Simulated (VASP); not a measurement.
# GaSb3: single point with LDA

The system is GaSb3.

```
CELL_PARAMETERS angstrom
0.00000 3.62200 3.88749
3.62200 0.00000 3.88749
3.62200 3.62200 0.00000
ATOMIC_POSITIONS crystal
Ga 0.00000 0.00000 0.00000
Sb 0.25000 0.25000 0.25000
Sb 0.75000 0.75000 0.75000
Sb 0.50000 0.50000 0.50000
```

This cell differs from its parent crystal: engineering shear strain xz +0.0000, normal strain along z +0.0733.

```yaml
Program: VASP 6.6.1
Task: single point
Functional: LDA
Potentials_or_basis: VASP PAW LDA potentials, release 64 (Ga_d, Sb)
Cutoff: 520 eV
k_mesh: 10 × 10 × 10
Occupations: gaussian, width 0.15 eV
Spin: no spin polarisation
Dipole_correction: no
Further_INCAR_settings: ALGO = Normal; EDIFF = 1e-07; NBANDS = 22
```

```yaml
Pressure: -3.7 GPa
Band_gap_on_the_k_mesh: zero (band 14 reaches 9.32 eV, above the bottom of band 15 at 5.25 eV)
```

Stress tensor (GPa, compression positive):
```
-3.14  0.00  0.00
 0.00 -3.14  0.00
 0.00  0.00 -4.80
```

Levels at points of the mesh, in eV from the Fermi level:
| k point | band 12 | band 13 | band 14 | band 15 | band 16 | band 17 |
| --- | --- | --- | --- | --- | --- | --- |
| (0.00, 0.00, 0.00) | -2.71 | -2.35 | -2.35 | -2.27 | -0.99 | -0.42 |
| (0.50, 0.00, 0.00) | -2.71 | -2.50 | -0.37 | -0.03 | 1.79 | 2.42 |
| (0.50, 0.50, 0.00) | 0.89 | 1.25 | 1.25 | 1.44 | 1.58 | 2.01 |
| (0.50, 0.00, 0.50) | 0.39 | 0.45 | 0.59 | 1.30 | 1.57 | 2.34 |

Wall time 88 s on 1 thread of Intel(R) Xeon(R) 6975P-C (Granite Rapids), with other jobs on the host, peak memory 0.34 GiB.

Caveat: the cell differs from its parent crystal (engineering shear strain xz +0.0000, normal strain along z +0.0733); spin-orbit coupling is left out, which moves the levels of the heavy elements.
